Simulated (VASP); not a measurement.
Crystal: AlFe.

```
Fe Al
1.0
     2.91000    0.00000    0.00000
     0.00000    2.91000    0.00000
     0.00000    0.00000    2.91000
Fe Al
1 1
Direct
  0.50000 0.50000 0.50000
  0.00000 0.00000 0.00000
```

```yaml
Program: VASP 6.6.1
Task: relaxation of cell and atoms
Functional: RPBE
Dispersion: D4
Potentials_or_basis: VASP PAW PBE potentials, release 64 (Fe, Al)
Cutoff: 600 eV
k_mesh: 9 × 9 × 9
Occupations: fermi-dirac, width 0.05 eV
Spin: collinear spin, ferromagnetic start
Starting_moments: "[3.0, 0.0] μB"
```

At the start: pressure -11.8 GPa; volume 12.32 Å³/atom.

Task: How do energy, volume and symmetry change on relaxing?

Result: Over 3 steps the energy falls by 34.5 meV/atom and the volume is 11.45 Å³/atom (-7.1 %); space group Pm-3m (No. 221, to 0.1 Å) before and after; moment 0.61 μB per cell.

Step by step:
| step | energy change (eV) | largest force (eV/Å) | pressure (GPa) | volume (Å³) |
| --- | --- | --- | --- | --- |
| 1 | 0.0000 | 0.0000 | -11.78 | 24.64 |
| 2 | -0.0176 | 0.0000 | 12.96 | 21.55 |
| 3 | -0.0691 | 0.0000 | -0.10 | 22.90 |

Final structure:
```
Fe Al
1.0
     2.83986    0.00000    0.00000
     0.00000    2.83986    0.00000
     0.00000    0.00000    2.83986
Fe Al
1 1
Cartesian
  1.4199 1.4199 1.4199
  0.0000 0.0000 0.0000
```

Caveat: the PAW data sets were made with another functional, which shifts forces and pressure a little.
